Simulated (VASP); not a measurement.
# H8WC20 in VASP: single point with PBE

Aim: the single point of H8WC20 with PBE.

Program: VASP 6.6.1. These are calculated values, not measurements. Logs are shortened: lines on timing, memory, paths and dates and some standing lists are left out, and cuts for length are marked.

## Step 1: The cell of the first run

The cell holds a slab with vacuum, 29 atoms: a = 5.049 Å, b = 5.049 Å, c = 15.165 Å, α = 90.00°, β = 90.00°, γ = 90.00°.

## Step 2: Single point, PBE

File INCAR:

```
SYSTEM = H8WC20
ALGO     = Normal         ! electronic algorithm
EDIFF    = 1E-7           ! SCF threshold, eV
ENCUT    = 520            ! plane-wave cutoff, eV
GGA      = PE             ! functional
ISIF     = 2              ! what is computed and relaxed
ISMEAR   = -1             ! smearing method
LASPH    = .True.         ! aspherical terms in the spheres
LCHARG   = .False.        ! write CHGCAR
LREAL    = Auto         
LWAVE    = .False.        ! write WAVECAR
NBANDS   = 71             ! bands
NELM     = 60             ! most SCF steps
PREC     = Accurate       ! precision mode
SIGMA    = 0.05           ! smearing width, eV
```

File KPOINTS:

```
k-points
0
Gamma
  2 2 1
  0 0 0
```

File POSCAR:

```
H8WC20
1.0
    5.0487420000      0.0000000000      0.0000000000
    0.0000000000      5.0487420000      0.0000000000
    0.0000000000      0.0000000000     15.1647000000
H C W
8 20 1
Direct
    0.4277868000      0.0000000000      0.0659426000
    0.0722132000      0.0000000000      0.0659426000
    0.9277868000      0.0000000000      0.0659426000
    0.5722132000      0.0000000000      0.0659426000
    0.4277868000      0.5000000000      0.0659426000
    0.0722132000      0.5000000000      0.0659426000
    0.9277868000      0.5000000000      0.0659426000
    0.5722132000      0.5000000000      0.0659426000
    0.2500000000      0.0000000000      0.1077964000
    0.7500000000      0.0000000000      0.1077964000
    0.2500000000      0.5000000000      0.1077964000
    0.7500000000      0.5000000000      0.1077964000
    0.2500000000      0.2500000000      0.1666502000
    0.7500000000      0.2500000000      0.1666502000
    0.2500000000      0.7500000000      0.1666502000
    0.7500000000      0.7500000000      0.1666502000
   -0.0000276290      0.2499776025      0.2192580798
    0.5000366604      0.2499942715      0.2239886036
    0.0001116354      0.7500740516      0.2268550002
    0.5000097796      0.7500073987      0.2332121752
   -0.0000107511      0.0107566206      0.2813053567
    0.5000061317      0.0154397459      0.2909753738
   -0.0000714373      0.4893866306      0.2813587540
    0.4999888126      0.4847317287      0.2909136579
    0.2368279863      0.0837784468      0.3387257696
    0.7632011659      0.0827625269      0.3387849897
    0.2367791013      0.4165113561      0.3387873333
    0.7631106349      0.4174492562      0.3388272366
    0.9992682960      0.2498973436      0.4355852077
```

Potentials or basis: VASP PAW PBE potentials, release 64 (H, C, W_sv).

Started as:

```console
> cat potpaw_PBE.64/H/POTCAR potpaw_PBE.64/C/POTCAR potpaw_PBE.64/W_sv/POTCAR > POTCAR
> mpirun -np 1 vasp_std > vasp.out
```

OUTCAR:

```text
SYSTEM = H8WC20
   EDIFF = 1E-7
   ENCUT = 520
   GGA = PE
   ISIF = 2
   ISMEAR = -1
   LASPH = .True.
   LREAL = Auto
   NELM = 60
   PREC = Accurate

 ion  position               nearest neighbor table
   1  0.428  0.000  0.066-   4 0.73   9 1.10
   2  0.072  0.000  0.066-   3 0.73   9 1.10
   3  0.928  0.000  0.066-   2 0.73  10 1.10
   4  0.572  0.000  0.066-   1 0.73  10 1.10
   5  0.428  0.500  0.066-   8 0.73  11 1.10
   6  0.072  0.500  0.066-   7 0.73  11 1.10
   7  0.928  0.500  0.066-   6 0.73  12 1.10
   8  0.572  0.500  0.066-   5 0.73  12 1.10
   9  0.250  0.000  0.108-   1 1.10   2 1.10  13 1.55  15 1.55
  10  0.750  0.000  0.108-   3 1.10   4 1.10  14 1.55  16 1.55
  11  0.250  0.500  0.108-   5 1.10   6 1.10  13 1.55  15 1.55
  12  0.750  0.500  0.108-   7 1.10   8 1.10  14 1.55  16 1.55
  13  0.250  0.250  0.167-  17 1.49  18 1.53   9 1.55  11 1.55
  14  0.750  0.250  0.167-  17 1.49  18 1.53  10 1.55  12 1.55
  15  0.250  0.750  0.167-   9 1.55  11 1.55  19 1.56  20 1.62
  16  0.750  0.750  0.167-  10 1.55  12 1.55  19 1.56  20 1.62
  17  1.000  0.250  0.219-  14 1.49  13 1.49  21 1.53  23 1.53
  18  0.500  0.250  0.224-  14 1.53  13 1.53  22 1.56  24 1.56
  19  0.000  0.750  0.227-  21 1.55  23 1.55  15 1.56  16 1.56
  20  0.500  0.750  0.233-  24 1.60  22 1.60  16 1.62  15 1.62
  21  1.000  0.011  0.281-  26 1.52  25 1.52  17 1.53  19 1.55  29 2.63
  22  0.500  0.015  0.291-  26 1.55  25 1.55  18 1.56  20 1.60
  23  1.000  0.489  0.281-  28 1.52  27 1.52  17 1.53  19 1.55  29 2.63
  24  0.500  0.485  0.291-  28 1.55  27 1.55  18 1.56  20 1.60
  25  0.237  0.084  0.339-  21 1.52  22 1.55  27 1.68  29 2.07
  26  0.763  0.083  0.339-  21 1.52  22 1.55  28 1.69  29 2.07
  27  0.237  0.417  0.339-  23 1.52  24 1.55  25 1.68  29 2.07
  28  0.763  0.417  0.339-  23 1.52  24 1.55  26 1.69  29 2.07
  29  0.999  0.250  0.436-  26 2.07  28 2.07  25 2.07  27 2.07  21 2.63  23 2.63

  LATTYP: Found a simple tetragonal cell.
 ALAT       =     5.0487420000
 C/A-ratio  =     3.0036591293

  Lattice vectors:

 A1 = (   5.0487420000,   0.0000000000,   0.0000000000)
 A2 = (   0.0000000000,   5.0487420000,   0.0000000000)
 A3 = (   0.0000000000,   0.0000000000,  15.1647000000)

Analysis of symmetry for initial positions (statically):
=====================================================================
 Subroutine PRICEL returns:
 Original cell was already a primitive cell.

 Routine SETGRP: Setting up the symmetry group for a
 simple tetragonal supercell.

 Subroutine GETGRP returns: Found  1 space group operations
 (whereof  1 operations were pure point group operations)
 out of a pool of 16 trial point group operations.

The static configuration has the point symmetry C_1 .

Analysis of symmetry for dynamics (positions and initial velocities):
=====================================================================
 Subroutine PRICEL returns:
 Original cell was already a primitive cell.

 Routine SETGRP: Setting up the symmetry group for a
 simple tetragonal supercell.

 Subroutine GETGRP returns: Found  1 space group operations
 (whereof  1 operations were pure point group operations)
 out of a pool of 16 trial point group operations.

The dynamic configuration has the point symmetry C_1 .

 Subroutine INISYM returns: Found  1 space group operations
 (whereof  1 operations are pure point group operations),
 and found     1 'primitive' translations

----------------------------------------------------------------------------------------

                                     Primitive cell

  volume of cell :     386.5451

  direct lattice vectors                    reciprocal lattice vectors
     5.048742000  0.000000000  0.000000000     0.198069143  0.000000000  0.000000000
     0.000000000  5.048742000  0.000000000     0.000000000  0.198069143  0.000000000
     0.000000000  0.000000000 15.164700000     0.000000000  0.000000000  0.065942617

  length of vectors
     5.048742000  5.048742000 15.164700000     0.198069143  0.198069143  0.065942617

  position of ions in fractional coordinates (direct lattice)
     0.427786800  0.000000000  0.065942600
     0.072213200  0.000000000  0.065942600
     0.927786800  0.000000000  0.065942600
     0.572213200  0.000000000  0.065942600
     0.427786800  0.500000000  0.065942600
     0.072213200  0.500000000  0.065942600
[... 21 lines left out ...]
     0.763110635  0.417449256  0.338827237
     0.999268296  0.249897344  0.435585208

  ion indices of the primitive-cell ions
   primitive index   ion index
                 1           1
                 2           2
                 3           3
                 4           4
                 5           5
                 6           6
[... 21 lines left out ...]
                28          28
                29          29

----------------------------------------------------------------------------------------

 KPOINTS: k-points

Automatic generation of k-mesh.
 Grid dimensions read from file:
 generate k-points for:    2    2    1

 Generating k-lattice:

  Cartesian coordinates                     Fractional coordinates (reciprocal lattice)
     0.099034571  0.000000000  0.000000000     0.500000000  0.000000000  0.000000000
     0.000000000  0.099034571  0.000000000     0.000000000  0.500000000  0.000000000
     0.000000000  0.000000000  0.065942617     0.000000000  0.000000000  1.000000000

  Length of vectors
     0.099034571  0.099034571  0.065942617

  Shift w.r.t. Gamma in fractional coordinates (k-lattice)
     0.000000000  0.000000000  0.000000000

 Subroutine IBZKPT returns following result:
 ===========================================

 Found      4 irreducible k-points:

 Following reciprocal coordinates:
            Coordinates               Weight
  0.000000  0.000000  0.000000      1.000000
  0.500000  0.000000  0.000000      1.000000
  0.000000  0.500000  0.000000      1.000000
  0.500000  0.500000  0.000000      1.000000
   k-points           NKPTS =      4   k-points in BZ     NKDIM =      4   number of bands    NBANDS=     71
   number of dos      NEDOS =    301   number of ions     NIONS =     29
   total plane-waves  NPLWV = 192000
   dimension x,y,z NGX =    40 NGY =   40 NGZ =  120
   dimension x,y,z NGXF=    80 NGYF=   80 NGZF=  240
   ions per type =               8  20   1
   NGX,Y,Z   is equivalent  to a cutoff of  13.17, 13.17, 13.16 a.u.
   NGXF,Y,Z  is equivalent  to a cutoff of  26.34, 26.34, 26.31 a.u.
 SYSTEM =  H8WC20
   PREC   = accura    normal or accurate (medium, high low for compatibility)
   ISTART =      0    job   : 0-new  1-cont  2-samecut
   ICHARG =      2    charge: 1-file 2-atom 10-const
   ISPIN  =      1    spin polarized calculation?
   LNONCOLLINEAR =      F non collinear calculations
   LSORBIT =      F    spin-orbit coupling
   LASPH  =      T    aspherical Exc in radial PAW
   ENCUT  =  520.0 eV  38.22 Ry    6.18 a.u.   9.39  9.39 28.20*2*pi/ulx,y,z
   NELM   =     60;   NELMIN=  2; NELMDL= -5     # of ELM steps
   EDIFF  = 0.1E-06   stopping-criterion for ELM
   LREAL  =      T    real-space projection
   EDIFFG = 0.1E-05   stopping-criterion for IOM
   NSW    =      0    number of steps for IOM
   IBRION =     -1    ionic relax: 0-MD 1-quasi-New 2-CG
   NFREE  =      0    steps in history (QN), initial steepest desc. (CG)
   ISIF   =      2    stress and relaxation
   ISYM   =      2    0-nonsym 1-usesym 2-fastsym
   POTIM  = 0.5000    time-step for ionic-motion
   TEBEG  =    0.0;   TEEND  =   0.0 temperature during run
   PSTRESS=    0.0 pullay stress
   NELECT =     102.0000    total number of electrons
   NUPDOWN=      -1.0000    fix difference up-down
   EMIN   =  10.00;   EMAX   =-10.00  energy-range for DOS
   EFERMI =   0.00;   METHOD = LEGACY
   ISMEAR =    -1;   SIGMA  =   0.05  broadening in eV -4-tet -1-fermi 0-gaus
   EFERMI_NEDOS =   21; number of points for ismear=-14 and -15
   IALGO  =     38    algorithm
   IMIX   =      4    mixing-type and parameters
     AMIX     =   0.40;   BMIX     =  1.00
     AMIX_MAG =   1.60;   BMIX_MAG =  1.00
  volume/ion in A,a.u.               =      13.33        89.95
  Fermi-wavevector in a.u.,A,eV,Ry     =   1.050046  1.984298 15.001726  1.102596
  Thomas-Fermi vector in A             =   2.185033
   LORBIT       =      0    0 simple, 1 ext, 2 COOP (PROOUT), +10 PAW based schemes
   GGA     = PE    functional components
   LHFCALC =     F    Hartree Fock is set to
   AEXX    =    0.0000 exact exchange contribution
   IVDW    =     0    specifies the selected vdW correction
   LEPSILON=     F    determine dielectric tensor
   LRPA    =     F    only Hartree local field effects (RPA)
 non-spin polarized calculation
  energy-cutoff  :      520.00
  volume of cell :      386.55
 maximum number of plane-waves:     10429
 NGX is ok and might be reduce to    40
   NGX = 19   NGY = 19   NGZ = 57

 number of electron     102.0000010 magnetization

 Free energy of the ion-electron system (eV)
  ---------------------------------------------------
  ext. energy  EPLUGINS =         0.00000000
  ---------------------------------------------------
  free energy    TOTEN  =      -199.03863779 eV

  energy without entropy =     -199.00278272  energy(sigma->0) =     -199.02071026

 E-fermi :   1.9430     XC(G=0):  -6.3512

 val. band max:        1.9007442535   @ k =   0.5000   0.5000   0.0000
 cond. band min:       1.9921649585   @ k =   0.0000   0.5000   0.0000
 fundamental gap:      0.0914207050
 Fermi energy:         1.9429724843

 k-point     1 :       0.0000    0.0000    0.0000
  band No.  band energies     occupation
      1     -72.8347      2.00000
      2     -37.2679      2.00000
      3     -37.1990      2.00000
      4     -36.9192      2.00000
      5     -19.5758      2.00000
      6     -17.3327      2.00000
[... 55 lines left out ...]
     62       6.0003      0.00000
     63       6.3947      0.00000

 k-point     2 :       0.5000    0.0000    0.0000
  band No.  band energies     occupation
      1     -72.8347      2.00000
      2     -37.2678      2.00000
      3     -37.1989      2.00000
      4     -36.9197      2.00000
      5     -18.6108      2.00000
      6     -18.2452      2.00000
[... 55 lines left out ...]
     62       6.6185      0.00000
     63       7.3701      0.00000

 k-point     3 :       0.0000    0.5000    0.0000
  band No.  band energies     occupation
      1     -72.8347      2.00000
      2     -37.2678      2.00000
      3     -37.1993      2.00000
      4     -36.9192      2.00000
      5     -18.9397      2.00000
      6     -17.8618      2.00000
[... 55 lines left out ...]
     62       6.4712      0.00000
     63       6.8200      0.00000

 k-point     4 :       0.5000    0.5000    0.0000
  band No.  band energies     occupation
      1     -72.8347      2.00000
      2     -37.2677      2.00000
      3     -37.1993      2.00000
      4     -36.9197      2.00000
      5     -17.9997      2.00000
      6     -17.6037      2.00000
[... 55 lines left out ...]
     62       6.3464      0.00000
     63       6.7173      0.00000
 [bands above 63 left out]

------------------------ aborting loop because EDIFF is reached ----------------------------------------

  FORCE on cell =-STRESS in cart. coord.  units (eV):
  Direction    XX          YY          ZZ          XY          YZ          ZX
  --------------------------------------------------------------------------------------
  -------------------------------------------------------------------------------------
  Total       67.4998648     -4.2330732     -4.2135110      0.0064915     -0.0417433     -0.0002881
  in kB      279.7778355    -17.5455174    -17.4644347      0.0269064     -0.1730204     -0.0011939
  external PRESSURE =      81.5892945 kB  Pullay stress =       0.0000000 kB

 VOLUME and BASIS-vectors are now :
 -----------------------------------------------------------------------------
  energy-cutoff  :      520.00
  volume of cell :      386.55
      direct lattice vectors                 reciprocal lattice vectors
     5.048742000  0.000000000  0.000000000     0.198069143  0.000000000  0.000000000
     0.000000000  5.048742000  0.000000000     0.000000000  0.198069143  0.000000000
     0.000000000  0.000000000 15.164700000     0.000000000  0.000000000  0.065942617

 POSITION                                       TOTAL-FORCE (eV/Angst)
 -----------------------------------------------------------------------------------
      2.15979      0.00000      1.00000        -8.931167     -0.041696      0.020893
      0.36459      0.00000      1.00000         8.920954     -0.044289      0.078432
      4.68416      0.00000      1.00000        -8.921054     -0.044775      0.078445
      2.88896      0.00000      1.00000         8.932002     -0.041962      0.020516
      2.15979      2.52437      1.00000        -8.931312      0.041973      0.020981
      0.36459      2.52437      1.00000         8.920924      0.044170      0.078561
[... 21 lines left out ...]
      3.85275      2.10759      5.13821        -0.014055      0.029702      0.021232
      5.04505      1.26167      6.60552         0.000998      0.005071      0.085486
 -----------------------------------------------------------------------------------
    total drift:                               -0.004546      0.001073      0.009390

  FREE ENERGIE OF THE ION-ELECTRON SYSTEM (eV)
  ---------------------------------------------------
  free  energy   TOTEN  =      -199.0386377911 eV

  energy  without entropy=     -199.0027827199  energy(sigma->0) =     -199.02071026
```

Run time: 2.2 min. Hardware: 1 thread of Intel Xeon 6975P-C (Granite Rapids), shared host; peak memory 0.48 GiB.

Results:

| Property | Result |
| --- | --- |
| Free energy | -199.0386 eV |
| Largest force | 8.932 eV/Å |
| Band gap on the k mesh | 0.09 eV (least direct gap 0.31 eV) |

Forces in eV/Å, atoms in the order of the input:
```
H   -8.931 -0.042  0.021
H    8.921 -0.044  0.078
H   -8.921 -0.045  0.078
H    8.932 -0.042  0.021
H   -8.931  0.042  0.021
H    8.921  0.044  0.079
H   -8.921  0.045  0.078
H    8.932  0.042  0.021
C    0.381 -0.133  1.032
C   -0.383 -0.135  1.031
C    0.381  0.133  1.034
C   -0.381  0.135  1.033
C    0.438  0.001 -2.718
C   -0.438  0.000 -2.726
C    0.179  0.003  0.397
C   -0.164  0.004  0.400
C   -0.014  0.018  0.019
C    0.009  0.008 -0.027
C   -0.015 -0.009 -0.016
C   -0.007  0.005 -0.012
C    0.010 -0.054  0.016
C    0.002 -0.025 -0.045
C    0.015  0.056  0.003
C   -0.003  0.011 -0.013
C    0.010 -0.056  0.039
C   -0.023 -0.040  0.038
C    0.015  0.044  0.011
C   -0.014  0.030  0.021
W    0.001  0.005  0.085
```

Caveat: the k points lie up to 0.62 Å⁻¹ apart; spin-orbit coupling is left out, which moves the levels of the heavy elements.
